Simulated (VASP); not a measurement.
# TiO2 (Anatase) (P1) in VASP: notebook, part 2 of 2

VASP 6.6.1. Earlier steps stand in the parts before.

**3. Single point, PBEsol**

Input file INCAR:

```
ALGO = Normal
EDIFF = 1E-6
ENCUT = 520
GGA = PS
ISIF = 2
ISMEAR = -1
LASPH = True
LCHARG = True
LELF = True
LREAL = False
LVHAR = True
LWAVE = False
NBANDS = 33
NELM = 100
PREC = Accurate
SIGMA = 0.146
```

Input file KPOINTS:

```
k-points
0
Gamma
  6 6 6
```

Input file POSCAR:

```
TiO2
1.0
   -1.8888993355      1.8888993355      4.7917223787
    1.8888993355     -1.8888993355      4.7917223787
    1.8888993355      1.8888993355     -4.7917223787
Ti O
2 4
Direct
   -0.0198836128     -0.0090574668     -0.0512618636
    0.7533778450      0.2978723642      0.5491785510
    0.2359292712      0.2218033199      0.0466973006
    0.9767209372      0.4186840529      0.4802307264
    0.5210989057     -0.0307751304      0.4245925047
    0.8156339657      0.7741590186      0.0547128151
```

Potentials or basis: VASP PAW PBE potentials, release 64 (Ti_sv, O).

Command:

```console
> cat potpaw_PBE.64/Ti_sv/POTCAR potpaw_PBE.64/O/POTCAR > POTCAR
> mpirun -np 1 vasp_std > vasp.out
```

OUTCAR:

```text
EDIFF = 1E-6
   ENCUT = 520
   GGA = PS
   ISIF = 2
   ISMEAR = -1
   LASPH = True
   LREAL = False
   NELM = 100
   PREC = Accurate

 ion  position               nearest neighbor table
   1  0.980  0.991  0.949-   5 1.84   3 1.88   4 1.90   5 1.98   4 2.03   6 2.36   2 2.91
   2  0.753  0.298  0.549-   6 1.75   3 1.84   4 2.01   3 2.05   6 2.05   5 2.13   1 2.91
   3  0.236  0.222  0.047-   2 1.84   1 1.88   2 2.05
   4  0.977  0.419  0.480-   1 1.90   2 2.01   1 2.03
   5  0.521  0.969  0.425-   1 1.84   1 1.98   2 2.13
   6  0.816  0.774  0.055-   2 1.75   2 2.05   1 2.36

  LATTYP: Found a body centered tetragonal cell.
 ALAT       =     3.7777986710
 C/A-ratio  =     2.5367801707

  Lattice vectors:

 A1 = (  -1.8888993355,   1.8888993355,   4.7917223787)
 A2 = (   1.8888993355,  -1.8888993355,   4.7917223787)
 A3 = (   1.8888993355,   1.8888993355,  -4.7917223787)

Analysis of symmetry for initial positions (statically):
=====================================================================
 Subroutine PRICEL returns:
 Original cell was already a primitive cell.

 Routine SETGRP: Setting up the symmetry group for a
 body centered tetragonal supercell.

 Subroutine GETGRP returns: Found  1 space group operations
 (whereof  1 operations were pure point group operations)
 out of a pool of 16 trial point group operations.

The static configuration has the point symmetry C_1 .

Analysis of symmetry for dynamics (positions and initial velocities):
=====================================================================
 Subroutine PRICEL returns:
 Original cell was already a primitive cell.

 Routine SETGRP: Setting up the symmetry group for a
 body centered tetragonal supercell.

 Subroutine GETGRP returns: Found  1 space group operations
 (whereof  1 operations were pure point group operations)
 out of a pool of 16 trial point group operations.

The dynamic configuration has the point symmetry C_1 .
[... 122 lines left out ...]
   ISMEAR =    -1;   SIGMA  =   0.15  broadening in eV -4-tet -1-fermi 0-gaus
   EFERMI_NEDOS =   21; number of points for ismear=-14 and -15
   IALGO  =     38    algorithm
   IMIX   =      4    mixing-type and parameters
     AMIX     =   0.40;   BMIX     =  1.00
     AMIX_MAG =   1.60;   BMIX_MAG =  1.00
  volume/ion in A,a.u.               =      11.40        76.92
  Fermi-wavevector in a.u.,A,eV,Ry     =   1.454897  2.749356 28.799783  2.116724
  Thomas-Fermi vector in A             =   2.571994
   LORBIT       =      0    0 simple, 1 ext, 2 COOP (PROOUT), +10 PAW based schemes
   GGA     = PS    functional components
   LHFCALC =     F    Hartree Fock is set to
   AEXX    =    0.0000 exact exchange contribution
   IVDW    =     0    specifies the selected vdW correction
   LEPSILON=     F    determine dielectric tensor
   LRPA    =     F    only Hartree local field effects (RPA)
 non-spin polarized calculation
  energy-cutoff  :      520.00
  volume of cell :       68.39
 maximum number of plane-waves:      1858
 NGX is ok and might be reduce to    42
   NGX = 21   NGY = 21   NGZ = 21

 number of electron      48.0000004 magnetization

 Free energy of the ion-electron system (eV)
  ---------------------------------------------------
  ext. energy  EPLUGINS =         0.00000000
  ---------------------------------------------------
  free energy    TOTEN  =       -55.51993670 eV

  energy without entropy =      -55.51976684  energy(sigma->0) =      -55.51985177

 E-fermi :   4.6257     XC(G=0): -11.0303

 val. band max:        3.4083283743   @ k =   0.5000   0.5000  -0.0000
 cond. band min:       5.8026086514   @ k =   0.0000   0.0000   0.0000
 fundamental gap:      2.3942802771
 Fermi energy:         4.6256799792

 k-point     1 :       0.0000    0.0000    0.0000
  band No.  band energies     occupation
      1     -52.8276      2.00000
      2     -52.5690      2.00000
      3     -29.4052      2.00000
      4     -29.1927      2.00000
      5     -29.1135      2.00000
      6     -28.9924      2.00000
[... 853 lines left out ...]
     32       9.3827      0.00000
     33       9.8974      0.00000

 [... further k-points ...]
[... 5 lines left out ...]
  --------------------------------------------------------------------------------------
  -------------------------------------------------------------------------------------
  Total       -0.2413039      2.5333972     -2.1987878     -0.4686247     -1.3549551      1.8916310
  in kB       -5.6533475     59.3532641    -51.5139236    -10.9790944    -31.7443341     44.3177526
  external PRESSURE =       0.7286643 kB  Pullay stress =       0.0000000 kB

 VOLUME and BASIS-vectors are now :
 -----------------------------------------------------------------------------
  energy-cutoff  :      520.00
  volume of cell :       68.39
      direct lattice vectors                 reciprocal lattice vectors
    -1.888899336  1.888899336  4.791722379     0.000000000  0.264704418  0.104346613
     1.888899336 -1.888899336  4.791722379     0.264704418  0.000000000  0.104346613
     1.888899336  1.888899336 -4.791722379     0.264704418  0.264704418  0.000000000

 POSITION                                       TOTAL-FORCE (eV/Angst)
 -----------------------------------------------------------------------------------
      1.81252      1.77162      4.89868        -0.169614      0.712617     -0.763441
      0.17694      1.89775      2.40579        -1.187962      0.911209      0.434111
      0.06152      0.11489      1.96957        -0.044650     -1.761148     -0.289243
     -0.14697      1.96118      4.38526         1.012389     -0.663102     -0.910032
      1.64848     -0.04445      5.10669         0.551762      1.214191      0.467869
      0.02501      0.18169      7.35568        -0.161925     -0.413767      1.060735
 -----------------------------------------------------------------------------------
    total drift:                                0.000306      0.000213      0.000327

  FREE ENERGIE OF THE ION-ELECTRON SYSTEM (eV)
  ---------------------------------------------------
  free  energy   TOTEN  =       -55.5199366971 eV

  energy  without entropy=      -55.5197668379  energy(sigma->0) =      -55.51985177
```

OSZICAR:

```text
N       E                     dE             d eps       ncg     rms          rms(c)
DAV:   1     0.650820463809E+03    0.65082E+03   -0.23457E+04  7392   0.169E+03
DAV:   2     0.280605084384E+02   -0.62276E+03   -0.57793E+03  8063   0.509E+02
DAV:   3    -0.661298949637E+02   -0.94190E+02   -0.92419E+02 10222   0.188E+02
DAV:   4    -0.711312259494E+02   -0.50013E+01   -0.49875E+01 10779   0.418E+01
DAV:   5    -0.713380441186E+02   -0.20682E+00   -0.20679E+00  9621   0.705E+00    0.328E+01
DAV:   6    -0.561877009097E+02    0.15150E+02   -0.71784E+01 10656   0.891E+01    0.127E+01
DAV:   7    -0.559088333292E+02    0.27887E+00   -0.16102E+01 10269   0.366E+01    0.105E+01
DAV:   8    -0.555086619314E+02    0.40017E+00   -0.98377E-01 10135   0.116E+01    0.459E+00
DAV:   9    -0.555547000987E+02   -0.46038E-01   -0.46921E-01 11555   0.622E+00    0.204E+00
DAV:  10    -0.555246753187E+02    0.30025E-01   -0.11512E-01  9969   0.392E+00    0.770E-01
DAV:  11    -0.555229514901E+02    0.17238E-02   -0.26205E-02  9465   0.219E+00    0.451E-01
DAV:  12    -0.555200738444E+02    0.28776E-02   -0.14393E-02  9862   0.119E+00    0.146E-01
DAV:  13    -0.555199286110E+02    0.14523E-03   -0.10431E-03 10278   0.319E-01    0.347E-02
DAV:  14    -0.555199392851E+02   -0.10674E-04   -0.24092E-04  9119   0.100E-01    0.242E-02
DAV:  15    -0.555199359378E+02    0.33473E-05   -0.20910E-05  8919   0.305E-02    0.813E-03
DAV:  16    -0.555199370040E+02   -0.10662E-05   -0.34204E-06  6502   0.121E-02    0.510E-03
DAV:  17    -0.555199366971E+02    0.30692E-06   -0.12704E-06  5478   0.161E-02
   1 F= -.55519937E+02 E0= -.55519852E+02  d E =-.169859E-03
```

Run time: 4.2 min. Hardware: 1 thread of Intel Xeon 6975P-C (Granite Rapids), shared host; peak memory 0.37 GiB.

What came out:

```
Free energy            : -55.5199 eV
Pressure               : 0.1 GPa
Largest force          : 1.785 eV/Å
Band gap on the k mesh : 2.39 eV, indirect (least direct gap 3.01 eV)
```

Forces in eV/Å, atoms in the order of the input:
```
Ti  -0.170  0.713 -0.763
Ti  -1.188  0.911  0.434
O   -0.045 -1.761 -0.289
O    1.012 -0.663 -0.910
O    0.552  1.214  0.468
O   -0.162 -0.414  1.061
```

Caveat: the PAW data sets were made with another functional, which shifts forces and pressure a little. A k mesh can miss the band edges.
